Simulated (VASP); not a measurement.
# As2H in VASP: further runs

Runs on As2H. Level: PBE+D3(BJ). Tasks: single point.

Program: VASP 6.6.1. These are calculated values, not measurements. Logs are shortened: lines on timing, memory, paths and dates and some standing lists are left out, and cuts for length are marked.

## Step 1: The cell of the first run

The cell holds a slab with vacuum, 3 atoms: a = 3.571 Å, b = 3.571 Å, c = 18.398 Å, α = 90.00°, β = 90.00°, γ = 120.00°.

## Step 2: Single point, PBE+D3(BJ), collinear spin

INCAR

```
SYSTEM = As2H
PREC = Accurate ; ENCUT = 520
EDIFF = 1E-7 ; ISMEAR = 0
SIGMA = 0.05 ; LREAL = .FALSE.
LASPH = .TRUE. ; NELM = 150
ALGO = Normal ; ISIF = 2
LWAVE = .FALSE. ; LCHARG = .TRUE.
ISPIN = 2 ; MAGMOM = 0 0 1
LORBIT = 11 ; LDIPOL = .TRUE.
IDIPOL = 3 ; DIPOL = 0.5 0.5 0.280
GGA = PE ; IVDW = 12
LELF = .TRUE. ; LVHAR = .TRUE.
LVACPOTAV = .TRUE. ; NBANDS = 16
```

KPOINTS

```
regular mesh
0
G
  9 9 1
  0 0 0
```

POSCAR

```
As2H
1.0
    3.5713387681      0.0000000000      0.0000000000
   -1.7856693841      3.0928700987      0.0000000000
    0.0000000000      0.0000000000     18.3976402524
As H
2 1
Direct
    0.3333333333      0.6666666667      0.2933876398
    0.6666666667      0.3333333333      0.2174191877
    0.6666666667      0.6666666667      0.3303489018
```

Potentials or basis: VASP PAW PBE potentials, release 64 (As, H).

The run is started by

```sh
$ cat potpaw_PBE.64/As/POTCAR potpaw_PBE.64/H/POTCAR > POTCAR
$ mpirun -np 1 vasp_std > vasp.out
```

OUTCAR:

```text
SYSTEM = As2H
   PREC = Accurate
   ENCUT = 520
   EDIFF = 1E-7
   ISMEAR = 0
   LREAL = .FALSE.
   LASPH = .TRUE.
   NELM = 150
   ISIF = 2
   ISPIN = 2
   LORBIT = 11
   GGA = PE
   IVDW = 12
 IVDW          = 12

 ion  position               nearest neighbor table
   1  0.333  0.667  0.293-   3 1.37   2 2.49   2 2.49   2 2.49
   2  0.667  0.333  0.217-   1 2.49   1 2.49   1 2.49
   3  0.667  0.667  0.330-   1 1.37

  LATTYP: Found a hexagonal cell.
 ALAT       =     3.5713387681
 C/A-ratio  =     5.1514688040

  Lattice vectors:

 A1 = (   3.5713387681,   0.0000000000,   0.0000000000)
 A2 = (  -1.7856693841,   3.0928700987,   0.0000000000)
 A3 = (   0.0000000000,   0.0000000000,  18.3976402524)

Analysis of symmetry for initial positions (statically):
=====================================================================
 Subroutine PRICEL returns:
 Original cell was already a primitive cell.

 Routine SETGRP: Setting up the symmetry group for a
 hexagonal supercell.

 Subroutine GETGRP returns: Found  1 space group operations
 (whereof  1 operations were pure point group operations)
 out of a pool of 24 trial point group operations.

The static configuration has the point symmetry C_1 .

Analysis of symmetry for dynamics (positions and initial velocities):
=====================================================================
 Subroutine PRICEL returns:
 Original cell was already a primitive cell.

 Routine SETGRP: Setting up the symmetry group for a
 hexagonal supercell.

 Subroutine GETGRP returns: Found  1 space group operations
 (whereof  1 operations were pure point group operations)
 out of a pool of 24 trial point group operations.

The dynamic configuration has the point symmetry C_1 .

Analysis of structural, dynamic, and magnetic symmetry:
=====================================================================
 Subroutine PRICEL returns:
 Original cell was already a primitive cell.

 Routine SETGRP: Setting up the symmetry group for a
 hexagonal supercell.

 Subroutine GETGRP returns: Found  1 space group operations
 (whereof  1 operations were pure point group operations)
 out of a pool of 24 trial point group operations.

The overall configuration has the point symmetry C_1 .

 Subroutine INISYM returns: Found  1 space group operations
 (whereof  1 operations are pure point group operations),
 and found     1 'primitive' translations

----------------------------------------------------------------------------------------

                                     Primitive cell

  volume of cell :     203.2146

  direct lattice vectors                    reciprocal lattice vectors
     3.571338768  0.000000000  0.000000000     0.280007041  0.161662140  0.000000000
    -1.785669384  3.092870099  0.000000000     0.000000000  0.323324281  0.000000000
     0.000000000  0.000000000 18.397640252     0.000000000  0.000000000  0.054354797

  length of vectors
     3.571338768  3.571338768 18.397640252     0.323324281  0.323324281  0.054354797

  position of ions in fractional coordinates (direct lattice)
     0.333333333  0.666666667  0.293387640
     0.666666667  0.333333333  0.217419188
     0.666666667  0.666666667  0.330348902

  ion indices of the primitive-cell ions
   primitive index   ion index
                 1           1
                 2           2
                 3           3

----------------------------------------------------------------------------------------

 KPOINTS: regular mesh

Automatic generation of k-mesh.
 Grid dimensions read from file:
 generate k-points for:    9    9    1

 Generating k-lattice:

  Cartesian coordinates                     Fractional coordinates (reciprocal lattice)
     0.031111893  0.017962460  0.000000000     0.111111111  0.000000000  0.000000000
     0.000000000  0.035924920  0.000000000     0.000000000  0.111111111  0.000000000
     0.000000000  0.000000000  0.054354797     0.000000000  0.000000000  1.000000000

  Length of vectors
     0.035924920  0.035924920  0.054354797

  Shift w.r.t. Gamma in fractional coordinates (k-lattice)
     0.000000000  0.000000000  0.000000000

 Subroutine IBZKPT returns following result:
 ===========================================

 Found     41 irreducible k-points:

 Following reciprocal coordinates:
            Coordinates               Weight
  0.000000  0.000000  0.000000      1.000000
  0.111111 -0.000000  0.000000      2.000000
  0.000000  0.111111  0.000000      2.000000
 -0.111111  0.111111  0.000000      2.000000
  0.222222 -0.000000  0.000000      2.000000
  0.000000  0.222222  0.000000      2.000000
[... 16 lines left out ...]
  0.333333  0.111111  0.000000      2.000000
 -0.111111  0.444444  0.000000      2.000000
 [... further k-points ...]
   k-points           NKPTS =     41   k-points in BZ     NKDIM =     41   number of bands    NBANDS=     16
   number of dos      NEDOS =    301   number of ions     NIONS =      3
   total plane-waves  NPLWV = 109760
   dimension x,y,z NGX =    28 NGY =   28 NGZ =  140
   dimension x,y,z NGXF=    56 NGYF=   56 NGZF=  280
   ions per type =               2   1
   NGX,Y,Z   is equivalent  to a cutoff of  13.03, 13.03, 12.65 a.u.
   NGXF,Y,Z  is equivalent  to a cutoff of  26.07, 26.07, 25.30 a.u.
 SYSTEM =  As2H
   PREC   = accura    normal or accurate (medium, high low for compatibility)
   ISTART =      0    job   : 0-new  1-cont  2-samecut
   ICHARG =      2    charge: 1-file 2-atom 10-const
   ISPIN  =      2    spin polarized calculation?
   LNONCOLLINEAR =      F non collinear calculations
   LSORBIT =      F    spin-orbit coupling
   LASPH  =      T    aspherical Exc in radial PAW
   ENCUT  =  520.0 eV  38.22 Ry    6.18 a.u.   6.64  6.64 34.21*2*pi/ulx,y,z
   NELM   =    150;   NELMIN=  2; NELMDL= -5     # of ELM steps
   EDIFF  = 0.1E-06   stopping-criterion for ELM
   LREAL  =      F    real-space projection
   EDIFFG = 0.1E-05   stopping-criterion for IOM
   NSW    =      0    number of steps for IOM
   IBRION =     -1    ionic relax: 0-MD 1-quasi-New 2-CG
   NFREE  =      0    steps in history (QN), initial steepest desc. (CG)
   ISIF   =      2    stress and relaxation
   ISYM   =      2    0-nonsym 1-usesym 2-fastsym
   POTIM  = 0.5000    time-step for ionic-motion
   TEBEG  =    0.0;   TEEND  =   0.0 temperature during run
   PSTRESS=    0.0 pullay stress
   NELECT =      11.0000    total number of electrons
   NUPDOWN=      -1.0000    fix difference up-down
   EMIN   =  10.00;   EMAX   =-10.00  energy-range for DOS
   EFERMI =   0.00;   METHOD = LEGACY
   ISMEAR =     0;   SIGMA  =   0.05  broadening in eV -4-tet -1-fermi 0-gaus
   EFERMI_NEDOS =   21; number of points for ismear=-14 and -15
   IALGO  =     38    algorithm
   IMIX   =      4    mixing-type and parameters
     AMIX     =   0.40;   BMIX     =  1.00
     AMIX_MAG =   1.60;   BMIX_MAG =  1.00
  volume/ion in A,a.u.               =      67.74       457.12
  Fermi-wavevector in a.u.,A,eV,Ry     =   0.619281  1.170271  5.217949  0.383508
  Thomas-Fermi vector in A             =   1.678022
   LORBIT       =     11    0 simple, 1 ext, 2 COOP (PROOUT), +10 PAW based schemes
   GGA     = PE    functional components
   LHFCALC =     F    Hartree Fock is set to
   AEXX    =    0.0000 exact exchange contribution
   IVDW    =    12    specifies the selected vdW correction
   LEPSILON=     F    determine dielectric tensor
   LRPA    =     F    only Hartree local field effects (RPA)
 spin polarized calculation
 Gauss-broadening in eV      SIGMA  =   0.05
  energy-cutoff  :      520.00
  volume of cell :      203.21
 maximum number of plane-waves:      5529
   NGX = 13   NGY = 13   NGZ = 69

 dipolmoment           0.000000      0.000000      0.000003 electrons x Angstroem

 number of electron      11.0000000 magnetization      -0.0000065

 number of electron      11.0000000 magnetization       0.0000029

 dipolmoment           0.000000      0.000000     -0.036965 electrons x Angstroem

 Free energy of the ion-electron system (eV)
  ---------------------------------------------------
  ext. energy  EPLUGINS =         0.00000000
  ---------------------------------------------------
  free energy    TOTEN  =       -10.57830947 eV

  energy without entropy =      -10.57549540  energy(sigma->0) =      -10.57690244

 E-fermi :  -1.9541     XC(G=0):  -2.9525

 val. band max:       -1.9769001983   @ k =  -0.3333  -0.4444   0.0000
 cond. band min:      -1.9456158989   @ k =   0.4444   0.3333   0.0000
 fundamental gap:      0.0312842993
 Fermi energy:        -1.9540882901

 spin component 1

 k-point     1 :       0.0000    0.0000    0.0000
  band No.  band energies     occupation
      1     -17.3430      1.00000
      2     -11.8282      1.00000
      3      -5.6072      1.00000
      4      -3.6819      1.00000
      5      -3.1784      1.00000
      6      -1.4561      0.00000
[... 8 lines left out ...]
     15       5.9055      0.00000
     16       6.0192      0.00000

 k-point     2 :       0.1111   -0.0000    0.0000
  band No.  band energies     occupation
      1     -17.1827      1.00000
      2     -11.7474      1.00000
      3      -6.1404      1.00000
      4      -4.2315      1.00000
      5      -3.7051      1.00000
      6      -1.3253      0.00000
[... 8 lines left out ...]
     15       5.6791      0.00000
     16       6.1199      0.00000
[... 387 lines left out ...]
      5      -4.5001      1.00000
      6      -2.7692      1.00000
[... 8 lines left out ...]
     15       6.8630      0.00000
     16       7.0443      0.00000

 k-point    24 :      -0.1111    0.4444    0.0000
  band No.  band energies     occupation
      1     -15.5033      1.00000
      2     -12.4304      1.00000
      3      -7.9282      1.00000
      4      -6.3174      1.00000
      5      -5.1087      1.00000
      6      -1.6950      0.00000
[... 8 lines left out ...]
     15       6.5154      0.00000
     16       7.1750      0.00000

 [... further k-points ...]

 spin component 2

 k-point     1 :       0.0000    0.0000    0.0000
  band No.  band energies     occupation
      1     -17.3430      1.00000
      2     -11.8282      1.00000
      3      -5.6072      1.00000
      4      -3.6819      1.00000
      5      -3.1784      1.00000
      6      -1.4561      0.00000
[... 8 lines left out ...]
     15       5.9031      0.00000
     16       6.0181      0.00000

 k-point     2 :       0.1111   -0.0000    0.0000
  band No.  band energies     occupation
      1     -17.1827      1.00000
      2     -11.7474      1.00000
      3      -6.1404      1.00000
      4      -4.2315      1.00000
      5      -3.7051      1.00000
      6      -1.3253      0.00000
[... 8 lines left out ...]
     15       5.6786      0.00000
     16       6.1171      0.00000
[... 387 lines left out ...]
      5      -4.5001      1.00000
      6      -2.7692      1.00000
[... 8 lines left out ...]
     15       6.8611      0.00000
     16       7.0440      0.00000

 k-point    24 :      -0.1111    0.4444    0.0000
  band No.  band energies     occupation
      1     -15.5033      1.00000
      2     -12.4304      1.00000
      3      -7.9282      1.00000
      4      -6.3174      1.00000
      5      -5.1087      1.00000
      6      -1.6950      0.00000
[... 8 lines left out ...]
     15       6.5151      0.00000
     16       7.1751      0.00000

 [... further k-points ...]

------------------------ aborting loop because EDIFF is reached ----------------------------------------

 Edisp (eV)   -0.50569

 E8    (eV) :    -0.2179

  FORCE on cell =-STRESS in cart. coord.  units (eV):
  Direction    XX          YY          ZZ          XY          YZ          ZX
  --------------------------------------------------------------------------------------
  -------------------------------------------------------------------------------------
  Total       5.70464     0.49224     4.47442     0.60558     2.08227     3.36704
  in kB      44.97636     3.88090    35.27704     4.77452    16.41694    26.54632
  external pressure =       28.04 kB  Pullay stress =        0.00 kB

 VOLUME and BASIS-vectors are now :
 -----------------------------------------------------------------------------
  energy-cutoff  :      520.00
  volume of cell :      203.21
      direct lattice vectors                 reciprocal lattice vectors
     3.571338768  0.000000000  0.000000000     0.280007041  0.161662140  0.000000000
    -1.785669384  3.092870099  0.000000000     0.000000000  0.323324281  0.000000000
     0.000000000  0.000000000 18.397640252     0.000000000  0.000000000  0.054354797

 POSITION                                       TOTAL-FORCE (eV/Angst)
 -----------------------------------------------------------------------------------
     -0.00000      2.06191      5.39764        -3.263467      0.609756     -1.545696
      1.78567      1.03096      4.00000        -0.552556     -1.201931     -1.656496
      1.19045      2.06191      6.07764         3.816022      0.592175      3.202193
 -----------------------------------------------------------------------------------
    total drift:                               -0.000014     -0.000041      0.000017

  FREE ENERGIE OF THE ION-ELECTRON SYSTEM (eV)
  ---------------------------------------------------
  free  energy   TOTEN  =       -11.0840031968 eV

  energy  without entropy=      -11.0811891255  energy(sigma->0) =      -11.08259616

 vacuum level on the upper side and lower side of the slab         1.851         2.456

 total charge

# of ion       s       p       d       tot
------------------------------------------
    1        1.248   1.555   0.096   2.899
    2        1.312   1.347   0.047   2.706
    3        0.602   0.034   0.000   0.637
--------------------------------------------------
tot          3.163   2.936   0.143   6.242

 magnetization (x)

# of ion       s       p       d       tot
------------------------------------------
    1        0.000   0.000   0.000   0.000
    2        0.000   0.000   0.000   0.000
    3        0.000   0.000   0.000   0.000
--------------------------------------------------
tot          0.000   0.000   0.000   0.000
```

It took 6.5 min on 1 thread of Intel Xeon 6975P-C (Granite Rapids), shared host; peak memory 0.51 GiB.

Results:

```yaml
Free_energy: -11.0840 eV
Largest_force: 5.017 eV/Å
Net_moment: 0.00 μB per cell
Valence_electrons_inside_the_program's_atomic_spheres: As 2.90, 2.71; H 0.64
Dispersion_energy_per_atom: -0.169 eV
```

Forces in eV/Å, atoms in the order of the input:
```
As  -3.263  0.610 -1.546
As  -0.553 -1.202 -1.656
H    3.816  0.592  3.202
```

[end of part 1 of 2]
